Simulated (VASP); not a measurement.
Wanted: the native input for a VASP 6.6.1 run.

```
Task                   : single point
Functional             : PBE
Potentials or basis    : VASP PAW PBE potentials, release 64 (Cd, S)
Cutoff                 : 520 eV
k mesh                 : 6 × 6 × 4
Occupations            : methfessel-paxton, width 0.05 eV
Spin                   : no spin polarisation
Dipole correction      : no
Further INCAR settings : ALGO = Normal; EDIFF = 1e-07; NBANDS = 26
```

The structure of CdS (Greenockite) lies in POSCAR:

```
CdS
1.0
    4.0067809461      0.0000000000      0.0000000000
   -2.0033904731      3.4699736757      0.0000000000
    0.0000000000      0.0000000000      6.5045019841
Cd S
2 2
Direct
    0.3333333333      0.6666666667      0.0000000000
    0.6666666667      0.3333333333      0.5000000000
    0.3333333333      0.6666666667      0.3750000000
    0.6666666667      0.3333333333      0.8750000000
```

One way to write it, as run:

INCAR

```
PREC = Accurate
ENCUT = 520
EDIFF = 1E-7
ISMEAR = 1
SIGMA = 0.05
LREAL = False
LASPH = True
NELM = 100
ALGO = Normal
ISIF = 2
LWAVE = False
LCHARG = False
GGA = PE
NBANDS = 26
```

KPOINTS

```
regular mesh
0
Gamma
  6 6 4
```

Potentials or basis: VASP PAW PBE potentials, release 64 (Cd, S).

Launch:

```console
$ cat potpaw_PBE.64/Cd/POTCAR potpaw_PBE.64/S/POTCAR > POTCAR
$ mpirun -np 1 vasp_std > vasp.out
```

It gave:

The pressure is 10.9 GPa, the largest force is 0.091 eV/Å and the band gap on the k mesh is 1.44 eV, direct.

It took 85 s on 1 thread of Intel Xeon 8259CL, on a shared host, peak memory 0.21 GiB.
